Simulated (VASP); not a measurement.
Input of a VASP 6.6.1 run:

POSCAR

```
PbS
1.0
    4.1435156701      0.0000000000      0.0000000000
   -2.0717578350      3.5883898313      0.0000000000
    0.0000000000      0.0000000000      3.8380170193
Pb S
1 1
Direct
    0.0000000000      0.0000000000      0.0000000000
    0.6666666667      0.3333333333      0.5000000000
```

INCAR.step1

```
SYSTEM = PbS
ALGO = Normal
EDIFF = 1E-4
ENCUT = 520
GGA = PE
ISMEAR = -1
LASPH = .True.
LCHARG = .False.
LREAL = .False.
LWAVE = .True.
NBANDS = 17
NELM = 60
PREC = Accurate
SIGMA = 0.05
```

File INCAR.step2:

```
SYSTEM = PbS
ALGO = Normal
EDIFF = 1E-6
ENCUT = 520
ISIF = 2
ISMEAR = -1
ISTART = 1
LASPH = .True.
LCHARG = .True.
LELF = .True.
LMIXTAU = .True.
LREAL = .False.
LVHAR = .True.
LWAVE = .False.
METAGGA = R2SCAN
NBANDS = 17
NELM = 60
PREC = Accurate
SIGMA = 0.05
```

The input KPOINTS:

```
k-points
0
Gamma
  8 8 7
  0 0 0
```

Potentials or basis: VASP PAW PBE potentials, release 64 (Pb_d, S).

Command:

```sh
$ cat potpaw_PBE.64/Pb_d/POTCAR potpaw_PBE.64/S/POTCAR > POTCAR
$ cp INCAR.step1 INCAR
$ mpirun -np 1 vasp_std > vasp.out
$ cp INCAR.step2 INCAR
$ mpirun -np 1 vasp_std > vasp.out
```

Q: What does it give for the pressure?

A: -2.8 GPa.

Q: Predict the band gap on the k mesh.

A: 0.49 eV (least direct gap 1.91 eV).

Stress tensor (GPa, compression positive):
```
-2.65  0.00  0.00
 0.00 -2.65  0.00
 0.00  0.00 -3.21
```

Caveat: the PAW data sets were made with another functional, which shifts forces and pressure a little; spin-orbit coupling is left out, which moves the levels of the heavy elements; an odd mesh through Γ misses points on the zone boundary, where band edges can lie.
